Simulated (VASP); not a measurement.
## CuI (Marshite): relaxation of cell and atoms with PBEsol+D3(BJ)

CuI (Marshite):

```
I Cu
1.0
     0.00000    3.03150    3.03150
     3.03150    0.00000    3.03150
     3.03150    3.03150    0.00000
I Cu
1 1
Direct
  0.00000 0.00000 0.00000
  0.75000 0.75000 0.75000
```

| Quantity | Value |
| --- | --- |
| Program | VASP 6.6.1 |
| Task | relaxation of cell and atoms |
| Functional | PBEsol |
| Dispersion | D3(BJ) |
| Potentials or basis | VASP PAW PBE potentials, release 64 (I, Cu) |
| Cutoff | 600 eV |
| k mesh | 8 × 8 × 8 |
| Occupations | fermi-dirac, width 0.05 eV |
| Spin | no spin polarisation |
| Dipole correction | no |
| Further INCAR settings | ALGO = Normal; EDIFF = 1e-06; IBRION = 2; EDIFFG = -0.01; NSW = 80; ISIF = 3 |

```yaml
Relaxed_volume: 25.17 Å³/atom
Relaxed_cell: a = 4.144 Å, b = 4.144 Å, c = 4.144 Å, α = 60.00°, β = 60.00°, γ = 60.00°
Space_group_after_relaxing_to_0.05_Å: F-43m (No. 216)
Energy_gained_by_relaxing: 39.4 meV/atom
Ionic_steps: 2
Pressure_after_relaxing: 0.0 GPa
Band_gap_on_the_k_mesh: 1.31 eV, direct
Dispersion_energy_per_atom: -0.353 eV
```

Step by step:
```csv
step,energy change (eV),largest force (eV/Å),pressure (GPa),volume (Å³)
1,0.0000,0.0000,-3.97,55.72
2,-0.0789,0.0000,0.04,50.33
```

Final structure:
```yaml
crystal:
  lattice:
    - [0.00000, 2.93052, 2.93052]
    - [2.93052, 0.00000, 2.93052]
    - [2.93052, 2.93052, 0.00000]
  atoms:
    - { symbol: I, position: [0.00000, 0.00000, 0.00000] }
    - { symbol: Cu, position: [0.75000, 0.75000, 0.75000] }
```

Levels at points of the mesh, in eV from the valence-band top:
```csv
k point,band 5,band 6,band 7,band 8,band 9,band 10,band 11,band 12,band 13
"(0.00, 0.00, 0.00)",-2.34,-2.34,0.00,0.00,0.00,1.31,4.71,4.71,4.71
"(0.50, 0.00, 0.00)",-2.30,-2.30,-2.25,-0.89,-0.89,2.16,5.28,5.28,7.36
"(0.50, 0.50, 0.00)",-2.39,-2.26,-2.23,-1.90,-1.90,2.39,2.77,9.82,10.25
```

Run time: 27 s on 1 thread of Intel(R) Xeon(R) 6975P-C (Granite Rapids), on a shared host, peak memory 0.23 GiB.

Caveat: the PAW data sets were made with another functional, which shifts forces and pressure a little; spin-orbit coupling is left out, which moves the levels of the heavy elements. PBEsol gaps usually lie below the measured ones, often by a third to a half.
